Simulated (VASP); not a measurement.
# W (I4/mmm) in VASP: a series of runs

The runs below take W through single point, with PBEsol.

All numbers are computed with VASP 6.6.1; they aren't measurements. Logs are shortened: lines on timing, memory, paths and dates and some standing lists are left out, and cuts for length are marked.

**1. The cell of the first run**

The structure is tetragonal, space group I4/mmm (No. 139). The conventional cell has a = 2.785 Å, b = 2.785 Å, c = 4.058 Å, α = 90.00°, β = 90.00°, γ = 90.00°. Within 3.7 Å of W (site symmetry 4/mmm) lie 12 W at 2.78 to 2.83 Å.

**2. Single point, PBEsol (strain -0.015 along x and y, +0.015 along z)**

INCAR

```
SYSTEM = W
  PREC = Accurate
  ENCUT = 520
  EDIFF = 1E-7
  ISMEAR = 0
  SIGMA = 0.15
  LREAL = .False.
  LASPH = .True.
  NELM = 60
  ALGO = Fast
  ISIF = 2
  LWAVE = .False.
  LCHARG = .False.
  GGA = PS
  NBANDS = 13
```

KPOINTS

```
Automatic mesh
0
Gamma
  26 26 26
  0 0 0
```

POSCAR

```
W
1.0
    0.0000000000      1.9690108304      2.0289807034
    1.9690108304      0.0000000000      2.0289807034
    1.9690108304      1.9690108304      0.0000000000
W
1
Direct
    0.0000000000      0.0000000000      0.0000000000
```

Potentials or basis: VASP PAW PBE potentials, release 64 (W_sv).

The run is started by

```console
> cat potpaw_PBE.64/W_sv/POTCAR > POTCAR
> mpirun -np 1 vasp_std > vasp.out
```

OUTCAR:

```text
SYSTEM = W
   PREC = Accurate
   ENCUT = 520
   EDIFF = 1E-7
   ISMEAR = 0
   LREAL = .False.
   LASPH = .True.
   NELM = 60
   ISIF = 2
   GGA = PS

 ion  position               nearest neighbor table
   1  0.000  0.000  0.000-

  LATTYP: Found a body centered tetragonal cell.
 ALAT       =     2.7846018208
 C/A-ratio  =     1.4572860567

  Lattice vectors:

 A1 = (  -1.9690108304,   0.0000000000,   2.0289807034)
 A2 = (   1.9690108304,   0.0000000000,   2.0289807034)
 A3 = (   0.0000000000,   1.9690108304,  -2.0289807034)

Analysis of symmetry for initial positions (statically):
=====================================================================
 Subroutine PRICEL returns:
 Original cell was already a primitive cell.

 Routine SETGRP: Setting up the symmetry group for a
 body centered tetragonal supercell.

 Subroutine GETGRP returns: Found 16 space group operations
 (whereof 16 operations were pure point group operations)
 out of a pool of 16 trial point group operations.

The static configuration has the point symmetry D_4h.

Analysis of symmetry for dynamics (positions and initial velocities):
=====================================================================
 Subroutine PRICEL returns:
 Original cell was already a primitive cell.

 Routine SETGRP: Setting up the symmetry group for a
 body centered tetragonal supercell.

 Subroutine GETGRP returns: Found 16 space group operations
 (whereof 16 operations were pure point group operations)
 out of a pool of 16 trial point group operations.

The dynamic configuration has the point symmetry D_4h.

 Subroutine INISYM returns: Found 16 space group operations
 (whereof 16 operations are pure point group operations),
 and found     1 'primitive' translations

----------------------------------------------------------------------------------------

                                     Primitive cell

  volume of cell :      15.7327

  direct lattice vectors                    reciprocal lattice vectors
     0.000000000  1.969010830  2.028980703    -0.253934611  0.253934611  0.246429155
     1.969010830  0.000000000  2.028980703     0.253934611 -0.253934611  0.246429155
     1.969010830  1.969010830  0.000000000     0.253934611  0.253934611 -0.246429155

  length of vectors
     2.827324945  2.827324945  2.784601821     0.435537486  0.435537486  0.435537486

  position of ions in fractional coordinates (direct lattice)
     0.000000000  0.000000000  0.000000000

  ion indices of the primitive-cell ions
   primitive index   ion index
                 1           1

----------------------------------------------------------------------------------------

 KPOINTS: Automatic mesh

Automatic generation of k-mesh.
 Grid dimensions read from file:
 generate k-points for:   26   26   26

 Generating k-lattice:

  Cartesian coordinates                     Fractional coordinates (reciprocal lattice)
    -0.009766716  0.009766716  0.009478044     0.038461538  0.000000000  0.000000000
     0.009766716 -0.009766716  0.009478044     0.000000000  0.038461538  0.000000000
     0.009766716  0.009766716 -0.009478044     0.000000000  0.000000000  0.038461538

  Length of vectors
     0.016751442  0.016751442  0.016751442

  Shift w.r.t. Gamma in fractional coordinates (k-lattice)
     0.000000000  0.000000000  0.000000000

 Subroutine IBZKPT returns following result:
 ===========================================

 Found   1330 irreducible k-points:

 Following reciprocal coordinates:
            Coordinates               Weight
  0.000000  0.000000  0.000000      1.000000
  0.038462 -0.000000  0.000000      8.000000
  0.076923 -0.000000  0.000000      8.000000
  0.115385 -0.000000  0.000000      8.000000
  0.153846 -0.000000  0.000000      8.000000
  0.192308 -0.000000  0.000000      8.000000
[... 16 lines left out ...]
  0.346154  0.038462  0.000000      8.000000
  0.384615  0.038462  0.000000      8.000000
 [... further k-points ...]
   k-points           NKPTS =   1330   k-points in BZ     NKDIM =   1330   number of bands    NBANDS=     13
   number of dos      NEDOS =    301   number of ions     NIONS =      1
   total plane-waves  NPLWV =  13824
   dimension x,y,z NGX =    24 NGY =   24 NGZ =   24
   dimension x,y,z NGXF=    48 NGYF=   48 NGZF=   48
   ions per type =               1
   NGX,Y,Z   is equivalent  to a cutoff of  14.11, 14.11, 14.33 a.u.
   NGXF,Y,Z  is equivalent  to a cutoff of  28.22, 28.22, 28.66 a.u.
 SYSTEM =  W
   PREC   = accura    normal or accurate (medium, high low for compatibility)
   ISTART =      0    job   : 0-new  1-cont  2-samecut
   ICHARG =      2    charge: 1-file 2-atom 10-const
   ISPIN  =      1    spin polarized calculation?
   LNONCOLLINEAR =      F non collinear calculations
   LSORBIT =      F    spin-orbit coupling
   LASPH  =      T    aspherical Exc in radial PAW
   ENCUT  =  520.0 eV  38.22 Ry    6.18 a.u.   5.26  5.26  5.18*2*pi/ulx,y,z
   NELM   =     60;   NELMIN=  2; NELMDL= -5     # of ELM steps
   EDIFF  = 0.1E-06   stopping-criterion for ELM
   LREAL  =      F    real-space projection
   EDIFFG = 0.1E-05   stopping-criterion for IOM
   NSW    =      0    number of steps for IOM
   IBRION =     -1    ionic relax: 0-MD 1-quasi-New 2-CG
   NFREE  =      0    steps in history (QN), initial steepest desc. (CG)
   ISIF   =      2    stress and relaxation
   ISYM   =      2    0-nonsym 1-usesym 2-fastsym
   POTIM  = 0.5000    time-step for ionic-motion
   TEBEG  =    0.0;   TEEND  =   0.0 temperature during run
   PSTRESS=    0.0 pullay stress
   NELECT =      14.0000    total number of electrons
   NUPDOWN=      -1.0000    fix difference up-down
   EMIN   =  10.00;   EMAX   =-10.00  energy-range for DOS
   EFERMI =   0.00;   METHOD = LEGACY
   ISMEAR =     0;   SIGMA  =   0.15  broadening in eV -4-tet -1-fermi 0-gaus
   EFERMI_NEDOS =   21; number of points for ismear=-14 and -15
   IALGO  =     68    algorithm
   IMIX   =      4    mixing-type and parameters
     AMIX     =   0.40;   BMIX     =  1.00
     AMIX_MAG =   1.60;   BMIX_MAG =  1.00
  volume/ion in A,a.u.               =      15.73       106.17
  Fermi-wavevector in a.u.,A,eV,Ry     =   1.574646  2.975649 33.735761  2.479509
  Thomas-Fermi vector in A             =   2.675749
   LORBIT       =      0    0 simple, 1 ext, 2 COOP (PROOUT), +10 PAW based schemes
   GGA     = PS    functional components
   LHFCALC =     F    Hartree Fock is set to
   AEXX    =    0.0000 exact exchange contribution
   IVDW    =     0    specifies the selected vdW correction
   LEPSILON=     F    determine dielectric tensor
   LRPA    =     F    only Hartree local field effects (RPA)
 non-spin polarized calculation
 RMM-DIIS sequential band-by-band and
 Gauss-broadening in eV      SIGMA  =   0.15
  energy-cutoff  :      520.00
  volume of cell :       15.73
 maximum number of plane-waves:       436
 NGX is ok and might be reduce to    24
   NGX = 11   NGY = 11   NGZ = 11

 number of electron      13.9999998 magnetization

 Free energy of the ion-electron system (eV)
  ---------------------------------------------------
  ext. energy  EPLUGINS =         0.00000000
  ---------------------------------------------------
  free energy    TOTEN  =       -13.32046403 eV

  energy without entropy =      -13.30727725  energy(sigma->0) =      -13.31387064

 E-fermi :  10.9310     XC(G=0): -13.7935

 val. band max:       10.9306684651   @ k =   0.2308   0.0385   0.1154
 cond. band min:      10.9315392730   @ k =   0.5000  -0.0000   0.1154
 fundamental gap:      0.0008708079
 Fermi energy:        10.9309521562

 k-point     1 :       0.0000    0.0000    0.0000
  band No.  band energies     occupation
      1     -62.6466      2.00000
      2     -26.2347      2.00000
      3     -26.2036      2.00000
      4     -26.2036      2.00000
      5       1.6806      2.00000
      6      10.0170      2.00000
      7      10.4353      2.00000
      8      10.4353      2.00000
      9      13.2693      0.00000
     10      13.9113      0.00000
     11      23.7977      0.00000
     12      28.5057      0.00000
     13      29.5281      0.00000

 k-point     2 :       0.0385   -0.0000    0.0000
  band No.  band energies     occupation
      1     -62.6447      2.00000
      2     -26.2456      2.00000
      3     -26.2166      2.00000
      4     -26.2058      2.00000
      5       1.7498      2.00000
      6      10.0212      2.00000
      7      10.4081      2.00000
      8      10.4685      1.99999
      9      13.2419      0.00000
     10      13.8745      0.00000
     11      23.9390      0.00000
     12      28.4748      0.00000
     13      29.3525      0.00000

 k-point     3 :       0.0769   -0.0000    0.0000
  band No.  band energies     occupation
      1     -62.6392      2.00000
      2     -26.2984      2.00000
      3     -26.2339      2.00000
      4     -26.2123      2.00000
      5       1.9536      2.00000
      6       9.9821      2.00000
      7      10.3835      2.00000
      8      10.5629      1.99948
      9      13.1716      0.00000
     10      13.7750      0.00000
     11      24.3429      0.00000
     12      28.0342      0.00000
     13      29.4196      0.00000
[... 305 lines left out ...]
 k-point    23 :       0.3462    0.0385    0.0000
  band No.  band energies     occupation
      1     -62.5493      2.00000
      2     -27.2208      2.00000
      3     -26.3781      2.00000
      4     -26.3319      2.00000
      5       4.8370      2.00000
      6       9.7007      2.00000
      7      10.1236      2.00000
      8      10.7619      1.88900
      9      14.4667      0.00000
     10      14.9806      0.00000
     11      23.0615      0.00000
     12      27.0174      0.00000
     13      32.8827      0.00000

 k-point    24 :       0.3846    0.0385    0.0000
  band No.  band energies     occupation
      1     -62.5368      2.00000
      2     -27.3422      2.00000
      3     -26.4002      2.00000
      4     -26.3440      2.00000
      5       5.0094      2.00000
      6       9.9143      2.00000
      7      10.2753      2.00000
      8      10.6112      1.99743
      9      15.0820      0.00000
     10      15.4255      0.00000
     11      22.6143      0.00000
     12      25.8065      0.00000
     13      31.7683      0.00000

 [... further k-points ...]
[... 5 lines left out ...]
  --------------------------------------------------------------------------------------
  -------------------------------------------------------------------------------------
  Total        0.2636516      0.2636516      1.0933346      0.0000000     -0.0000000     -0.0000000
  in kB       26.8495364     26.8495364    111.3421346      0.0000000     -0.0000000     -0.0000000
  external PRESSURE =      55.0137358 kB  Pullay stress =       0.0000000 kB

 VOLUME and BASIS-vectors are now :
 -----------------------------------------------------------------------------
  energy-cutoff  :      520.00
  volume of cell :       15.73
      direct lattice vectors                 reciprocal lattice vectors
     0.000000000  1.969010830  2.028980703    -0.253934611  0.253934611  0.246429155
     1.969010830  0.000000000  2.028980703     0.253934611 -0.253934611  0.246429155
     1.969010830  1.969010830  0.000000000     0.253934611  0.253934611 -0.246429155

 POSITION                                       TOTAL-FORCE (eV/Angst)
 -----------------------------------------------------------------------------------
      0.00000      0.00000      0.00000         0.000000      0.000000      0.000000
 -----------------------------------------------------------------------------------
    total drift:                               -0.000000      0.000000      0.000000

  FREE ENERGIE OF THE ION-ELECTRON SYSTEM (eV)
  ---------------------------------------------------
  free  energy   TOTEN  =       -13.3204640279 eV

  energy  without entropy=      -13.3072772452  energy(sigma->0) =      -13.31387064
```

It took 1.9 min on 1 thread of Intel Xeon 6975P-C (Granite Rapids), shared host; peak memory 0.36 GiB.

Results:

```
Free energy            : -13.3205 eV
Pressure               : 5.5 GPa
Band gap on the k mesh : zero (bands 7 and 8 overlap by 4.01 eV)
```

Stress tensor (GPa, compression positive):
```
 2.68  0.00  0.00
 0.00  2.68  0.00
 0.00  0.00 11.13
```

Levels at points of the mesh, in eV from the Fermi level:
```tsv
k point	band 5	band 6	band 7	band 8	band 9	band 10
(0.00, 0.00, 0.00)	-9.25	-0.91	-0.50	-0.50	2.34	2.98
(0.50, 0.00, 0.00)	-5.87	-1.12	-0.66	0.76	5.19	5.45
(0.50, 0.50, 0.00)	-5.85	-4.76	2.88	5.32	6.09	6.09
(0.50, 0.00, 0.50)	-5.82	-4.84	3.50	5.24	5.86	6.38
```

Caveat: the cell differs from its parent crystal (strain -0.015 along x and y, +0.015 along z); the cell stands under pressure; the PAW data sets were made with another functional, which shifts forces and pressure a little; spin-orbit coupling is left out, which moves the levels of the heavy elements.

**3. Single point, PBEsol (strain -0.015 along x and y, +0.030 along z)**

INCAR

```
SYSTEM = W
PREC = Accurate
ENCUT = 520
EDIFF = 1E-6
ISMEAR = 0
SIGMA = 0.15
LREAL = .FALSE.
LASPH = .TRUE.
NELM = 60
ALGO = Fast
ISIF = 2
LWAVE = .FALSE.
LCHARG = .TRUE.
GGA = PS
LELF = .TRUE.
LVHAR = .TRUE.
NBANDS = 13
```

KPOINTS

```
regular mesh
0
G
  26 26 26
  0 0 0
```

POSCAR

```
W
1.0
    0.0000000000      1.9690108304      2.0589656399
    1.9690108304      0.0000000000      2.0589656399
    1.9690108304      1.9690108304      0.0000000000
W
1
Direct
    0.0000000000      0.0000000000      0.0000000000
```

Potentials or basis: VASP PAW PBE potentials, release 64 (W_sv).

The run is started by

```console
> cat potpaw_PBE.64/W_sv/POTCAR > POTCAR
> mpirun -np 1 vasp_std > vasp.out
```

OUTCAR:

```text
SYSTEM = W
   PREC = Accurate
   ENCUT = 520
   EDIFF = 1E-6
   ISMEAR = 0
   LREAL = .FALSE.
   LASPH = .TRUE.
   NELM = 60
   ISIF = 2
   GGA = PS

 ion  position               nearest neighbor table
   1  0.000  0.000  0.000-

  LATTYP: Found a body centered tetragonal cell.
 ALAT       =     2.7846018208
 C/A-ratio  =     1.4788223038

  Lattice vectors:

[... 556 lines left out ...]
      2     -27.5449      2.00000
      3     -26.6668      2.00000
      4     -26.5802      2.00000
      5       4.8689      2.00000
      6       9.6234      2.00000
      7      10.0569      2.00000
      8      10.5385      1.95745
      9      14.8111      0.00000
     10      15.1003      0.00000
     11      22.3349      0.00000
     12      25.3777      0.00000
     13      31.4299      0.00000

 [... further k-points ...]
[... 5 lines left out ...]
  --------------------------------------------------------------------------------------
  -------------------------------------------------------------------------------------
  Total       -0.2724862     -0.2724862      0.8117943      0.0000000      0.0000000     -0.0000000
  in kB      -27.3451200    -27.3451200     81.4669123      0.0000000      0.0000000     -0.0000000
  external PRESSURE =       8.9255574 kB  Pullay stress =       0.0000000 kB

 VOLUME and BASIS-vectors are now :
 -----------------------------------------------------------------------------
  energy-cutoff  :      520.00
  volume of cell :       15.97
      direct lattice vectors                 reciprocal lattice vectors
     0.000000000  1.969010830  2.058965640    -0.253934611  0.253934611  0.242840381
     1.969010830  0.000000000  2.058965640     0.253934611 -0.253934611  0.242840381
     1.969010830  1.969010830  0.000000000     0.253934611  0.253934611 -0.242840381

 POSITION                                       TOTAL-FORCE (eV/Angst)
 -----------------------------------------------------------------------------------
      0.00000      0.00000      0.00000         0.000000      0.000000      0.000000
 -----------------------------------------------------------------------------------
    total drift:                               -0.000000     -0.000000      0.000000

  FREE ENERGIE OF THE ION-ELECTRON SYSTEM (eV)
  ---------------------------------------------------
  free  energy   TOTEN  =       -13.3346880988 eV

  energy  without entropy=      -13.3220186572  energy(sigma->0) =      -13.32835338
```

Wall time 96 s (1 thread of Intel Xeon 6975P-C (Granite Rapids), shared host); peak memory 0.36 GiB.

What came out:

| Property | Result |
| --- | --- |
| Free energy | -13.3347 eV |
| Pressure | 0.9 GPa |
| Band gap on the k mesh | zero (bands 7 and 8 overlap by 3.98 eV) |

Caveat: the cell differs from its parent crystal (strain -0.015 along x and y, +0.030 along z); the PAW data sets were made with another functional, which shifts forces and pressure a little; spin-orbit coupling is left out, which moves the levels of the heavy elements.
